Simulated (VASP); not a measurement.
A run of VASP 6.6.1 is set up as follows.

File POSCAR:

```
SiC
1.0
    0.0000000000      2.2643005268      2.1780497564
    2.2643005268      0.0000000000      2.1780497564
    2.2643005268      2.2643005268      0.0000000000
Si C
1 1
Direct
    0.2500000000      0.2500000000      0.2500000000
    0.0000000000      0.0000000000      0.0000000000
```

INCAR.step1

```
  PREC = Accurate
  ENCUT = 520
  ISMEAR = 0
  SIGMA = 0.01
  LREAL = False
  LASPH = True
  NELM = 80
  NBANDS = 11
  GGA = PE
  ALGO = Normal
  EDIFF = 1E-4
  LWAVE = True
  LCHARG = False
```

The input INCAR.step2:

```
  PREC = Accurate
  ENCUT = 520
  EDIFF = 1E-6
  ISMEAR = 0
  SIGMA = 0.01
  LREAL = False
  LASPH = True
  NELM = 80
  ALGO = Normal
  ISIF = 2
  LWAVE = False
  LCHARG = False
  METAGGA = R2SCAN
  LMIXTAU = True
  NBANDS = 11
  ISTART = 1
```

Contents of KPOINTS:

```
regular mesh
0
Gamma
  10 10 10
```

Potentials or basis: VASP PAW PBE potentials, release 64 (Si, C).

The run is started by

```bash
$ cat potpaw_PBE.64/Si/POTCAR potpaw_PBE.64/C/POTCAR > POTCAR
$ cp INCAR.step1 INCAR
$ mpirun -np 1 vasp_std > vasp.out
$ cp INCAR.step2 INCAR
$ mpirun -np 1 vasp_std > vasp.out
```

(1) Estimate the band gap on the k mesh.

(2) Predict the pressure.

Answers

(1) 1.38 eV, indirect (least direct gap 4.91 eV).

(2) -15.3 GPa.

Caveat: the cell differs from its parent crystal (biaxial xy strain +4.0%); the PAW data sets were made with another functional, which shifts forces and pressure a little.
